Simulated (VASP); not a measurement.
PbO2, 6 atoms in the cell. The structure is tetragonal, space group P4_2/mnm (No. 136). Conventional cell: a = 4.805 Å, b = 4.805 Å, c = 3.352 Å, α = 90.00°, β = 90.00°, γ = 90.00°. Pb (site symmetry mmm) has 6 O at 2.09 to 2.13 Å within 2.8 Å. Within 2.8 Å of O (site symmetry m2m) lie 3 Pb at 2.09 to 2.13 Å and 1 O at 2.62 Å. 

```yaml
Program: VASP 6.6.1
Task: relaxation of cell and atoms
Functional: PBEsol
Potentials_or_basis: VASP PAW PBE potentials, release 64 (Pb_d, O)
Cutoff: 600 eV
k_mesh: 8 × 8 × 10
Occupations: gaussian, width 0.1 eV
Spin: no spin polarisation
Target_pressure: 15 GPa
Dipole_correction: no
Further_INCAR_settings: ALGO = Normal; EDIFF = 1e-06; IBRION = 2; EDIFFG = -0.008; NSW = 70; ISIF = 3
```

Potentials or basis: VASP PAW PBE potentials, release 64 (Pb_d, O).

Command:

```sh
$ cat potpaw_PBE.64/Pb_d/POTCAR potpaw_PBE.64/O/POTCAR > POTCAR
$ mpirun -np 1 vasp_std > vasp.out
```

Hardware: 1 thread of Intel(R) Xeon(R) Platinum 8488C (Sapphire Rapids), on a shared host.

**Question.** Estimate the wall time of this run.

**Answer.** Run time: 19 min on 1 thread of Intel(R) Xeon(R) Platinum 8488C (Sapphire Rapids), on a shared host, peak memory 0.36 GiB. Counts: scf iterations 76, k points 90, ion steps 13.
